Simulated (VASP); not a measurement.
# ZrSi2 (R-3m) in VASP: single point with PBE

Aim: the single point of ZrSi2 with PBE.

Everything below comes from runs of VASP 6.6.1. Logs are shortened: lines on timing, memory, paths and dates and some standing lists are left out, and cuts for length are marked.

### Step 1. The cell of the first run

It takes space group R-3m (No. 166, trigonal). The conventional cell has a = 4.931 Å, b = 4.931 Å, c = 7.710 Å, α = 90.00°, β = 90.00°, γ = 120.00°. Zr (site symmetry -3m) has 8 Si at 2.71 to 2.85 Å within 3.6 Å. Si (site symmetry 3m) has 4 Si at 2.29 to 2.86 Å and 4 Zr at 2.71 to 2.85 Å within 3.0 Å.

The cell was generated, and may not be a known phase.

### Step 2. Single point, PBE

INCAR reads:

```
SYSTEM = ZrSi2
ALGO     = Normal         ! electronic algorithm
EDIFF    = 1E-6           ! SCF threshold, eV
ENCUT    = 500            ! plane-wave cutoff, eV
GGA      = PE             ! functional
GGA_COMPAT= .False.      
ISIF     = 2              ! what is computed and relaxed
ISMEAR   = 0              ! smearing method
LASPH    = .True.         ! aspherical terms in the spheres
LCHARG   = .True.         ! write CHGCAR
LELF     = .True.         ! ELF
LREAL    = .False.        ! projectors in reciprocal space
LVHAR    = .True.       
LWAVE    = .False.        ! write WAVECAR
NBANDS   = 17             ! bands
NELM     = 120            ! most SCF steps
PREC     = Accurate       ! precision mode
SIGMA    = 0.2            ! smearing width, eV
```

KPOINTS reads:

```
k-points
0
Gamma
  5 5 5
  0 0 0
```

POSCAR reads:

```
ZrSi2
1.0
    2.4654944569      1.4234538884      2.5701165642
   -2.4654944569      1.4234538884      2.5701165642
    0.0000000000     -2.8469077768      2.5701165642
Zr Si
1 2
Direct
    0.0000000000      0.0000000000      0.0000000000
    0.3512351219      0.3512351219      0.3512351219
    0.6487648781      0.6487648781      0.6487648781
```

Potentials or basis: VASP PAW PBE potentials, release 64 (Zr_sv, Si).

Started as:

```bash
$ cat potpaw_PBE.64/Zr_sv/POTCAR potpaw_PBE.64/Si/POTCAR > POTCAR
$ mpirun -np 1 vasp_std > vasp.out
```

OUTCAR:

```text
SYSTEM = ZrSi2
   EDIFF = 1E-6
   ENCUT = 500
   GGA = PE
   ISIF = 2
   ISMEAR = 0
   LASPH = .True.
   LREAL = .False.
   NELM = 120
   PREC = Accurate

 ion  position               nearest neighbor table
   1  0.000  0.000  0.000-   2 2.71   3 2.71   3 2.85   3 2.85   2 2.85   2 2.85   3 2.85   2 2.85

   2  0.351  0.351  0.351-   3 2.29   1 2.71   1 2.85   1 2.85   1 2.85   3 2.86   3 2.86   3 2.86

   3  0.649  0.649  0.649-   2 2.29   1 2.71   1 2.85   1 2.85   1 2.85   2 2.86   2 2.86   2 2.86

  LATTYP: Found a trigonal (rhomboedric) cell.
 ALAT       =     3.8354117175
 COS(alpha) =     0.1735547743

  Lattice vectors:

 A1 = (   2.4654944569,   1.4234538884,   2.5701165642)
 A2 = (  -2.4654944569,   1.4234538884,   2.5701165642)
 A3 = (   0.0000000000,  -2.8469077768,   2.5701165642)

Analysis of symmetry for initial positions (statically):
=====================================================================
 Subroutine PRICEL returns:
 Original cell was already a primitive cell.

 Routine SETGRP: Setting up the symmetry group for a
 trigonal (rhombohedral) supercell.

 Subroutine GETGRP returns: Found 12 space group operations
 (whereof 12 operations were pure point group operations)
 out of a pool of 12 trial point group operations.

The static configuration has the point symmetry D_3d.

Analysis of symmetry for dynamics (positions and initial velocities):
=====================================================================
 Subroutine PRICEL returns:
 Original cell was already a primitive cell.

 Routine SETGRP: Setting up the symmetry group for a
 trigonal (rhombohedral) supercell.

 Subroutine GETGRP returns: Found 12 space group operations
 (whereof 12 operations were pure point group operations)
 out of a pool of 12 trial point group operations.

The dynamic configuration has the point symmetry D_3d.

 Subroutine INISYM returns: Found 12 space group operations
 (whereof 12 operations are pure point group operations),
 and found     1 'primitive' translations

----------------------------------------------------------------------------------------

                                     Primitive cell

  volume of cell :      54.1192

[... 78 lines left out ...]
   ISPIN  =      1    spin polarized calculation?
   LNONCOLLINEAR =      F non collinear calculations
   LSORBIT =      F    spin-orbit coupling
   LASPH  =      T    aspherical Exc in radial PAW
   ENCUT  =  500.0 eV  36.75 Ry    6.06 a.u.   6.99  6.99  6.99*2*pi/ulx,y,z
   NELM   =    120;   NELMIN=  2; NELMDL= -5     # of ELM steps
   EDIFF  = 0.1E-05   stopping-criterion for ELM
   LREAL  =      F    real-space projection
   EDIFFG = 0.1E-04   stopping-criterion for IOM
   NSW    =      0    number of steps for IOM
   IBRION =     -1    ionic relax: 0-MD 1-quasi-New 2-CG
   NFREE  =      0    steps in history (QN), initial steepest desc. (CG)
   ISIF   =      2    stress and relaxation
   ISYM   =      2    0-nonsym 1-usesym 2-fastsym
   POTIM  = 0.5000    time-step for ionic-motion
   TEBEG  =    0.0;   TEEND  =   0.0 temperature during run
   PSTRESS=    0.0 pullay stress
   NELECT =      20.0000    total number of electrons
   NUPDOWN=      -1.0000    fix difference up-down
   EMIN   =  10.00;   EMAX   =-10.00  energy-range for DOS
   EFERMI =   0.00;   METHOD = LEGACY
   ISMEAR =     0;   SIGMA  =   0.20  broadening in eV -4-tet -1-fermi 0-gaus
   EFERMI_NEDOS =   21; number of points for ismear=-14 and -15
   IALGO  =     38    algorithm
   IMIX   =      4    mixing-type and parameters
     AMIX     =   0.40;   BMIX     =  1.00
     AMIX_MAG =   1.60;   BMIX_MAG =  1.00
  volume/ion in A,a.u.               =      18.04       121.74
  Fermi-wavevector in a.u.,A,eV,Ry     =   1.174810  2.220069 18.778471  1.380179
  Thomas-Fermi vector in A             =   2.311201
   LORBIT       =      0    0 simple, 1 ext, 2 COOP (PROOUT), +10 PAW based schemes
   GGA     = PE    functional components
   LHFCALC =     F    Hartree Fock is set to
   AEXX    =    0.0000 exact exchange contribution
   IVDW    =     0    specifies the selected vdW correction
   LEPSILON=     F    determine dielectric tensor
   LRPA    =     F    only Hartree local field effects (RPA)
 non-spin polarized calculation
 Gauss-broadening in eV      SIGMA  =   0.20
  energy-cutoff  :      500.00
  volume of cell :       54.12
 maximum number of plane-waves:      1388
   NGX = 13   NGY = 13   NGZ = 13

 number of electron      19.9999999 magnetization

 Free energy of the ion-electron system (eV)
  ---------------------------------------------------
  ext. energy  EPLUGINS =         0.00000000
  ---------------------------------------------------
  free energy    TOTEN  =       -19.54412475 eV

  energy without entropy =      -19.49446947  energy(sigma->0) =      -19.51929711

 E-fermi :   8.9205     XC(G=0): -10.9391

 val. band max:        8.8980104381   @ k =  -0.4000  -0.4000   0.2000
 cond. band min:       8.9281395271   @ k =   0.2000   0.2000   0.2000
 fundamental gap:      0.0301290890
 Fermi energy:         8.9204931597

 k-point     1 :       0.0000    0.0000    0.0000
  band No.  band energies     occupation
      1     -39.9415      2.00000
      2     -18.0666      2.00000
      3     -17.9329      2.00000
      4     -17.9329      2.00000
      5      -2.5565      2.00000
      6       5.7324      2.00000
[... 357 lines left out ...]
      4     -17.9895      2.00000
      5       0.8467      2.00000
      6       1.5533      2.00000
[... 9 lines left out ...]
     16      14.4605      0.00000
     17      16.3054      0.00000

------------------------ aborting loop because EDIFF is reached ----------------------------------------

  FORCE on cell =-STRESS in cart. coord.  units (eV):
  Direction    XX          YY          ZZ          XY          YZ          ZX
  --------------------------------------------------------------------------------------
  -------------------------------------------------------------------------------------
  Total       -0.0449479     -0.0449479     -0.0933376      0.0000000     -0.0000000     -0.0000000
  in kB       -1.3306639     -1.3306639     -2.7632214      0.0000000     -0.0000000     -0.0000000
  external PRESSURE =      -1.8081831 kB  Pullay stress =       0.0000000 kB

 VOLUME and BASIS-vectors are now :
 -----------------------------------------------------------------------------
  energy-cutoff  :      500.00
  volume of cell :       54.12
      direct lattice vectors                 reciprocal lattice vectors
     2.465494457  1.423453888  2.570116564     0.202799077  0.117086102  0.129695804
    -2.465494457  1.423453888  2.570116564    -0.202799077  0.117086102  0.129695804
     0.000000000 -2.846907777  2.570116564     0.000000000 -0.234172203  0.129695804

 POSITION                                       TOTAL-FORCE (eV/Angst)
 -----------------------------------------------------------------------------------
      0.00000      0.00000      0.00000         0.000000     -0.000000     -0.000000
      0.00000      0.00000      2.70815        -0.000000      0.000000      0.034055
      0.00000      0.00000      5.00220        -0.000000     -0.000000     -0.034055
 -----------------------------------------------------------------------------------
    total drift:                               -0.000000     -0.000000     -0.000000

  FREE ENERGIE OF THE ION-ELECTRON SYSTEM (eV)
  ---------------------------------------------------
  free  energy   TOTEN  =       -19.5441247515 eV

  energy  without entropy=      -19.4944694663  energy(sigma->0) =      -19.51929711
```

Run time: 15 s. Hardware: 1 thread of Intel Xeon 8259CL, shared host; peak memory 0.16 GiB.

Results:

* Free energy: -19.5441 eV
* Pressure: -0.2 GPa
* Largest force: 0.034 eV/Å
* Band gap on the k mesh: zero (bands 10 and 11 overlap by 0.63 eV)

Forces on the atoms (eV/Å):
```
Zr   0.000  0.000  0.000
Si   0.000  0.000  0.034
Si   0.000  0.000 -0.034
```

Levels at points of the mesh, in eV from the Fermi level:
| k point | band 8 | band 9 | band 10 | band 11 | band 12 | band 13 |
| --- | --- | --- | --- | --- | --- | --- |
| (0.00, 0.00, 0.00) | -2.69 | -1.76 | 0.50 | 0.50 | 1.03 | 1.03 |

The gap in the log of VASP goes by the Fermi energy; the results here count the filled bands.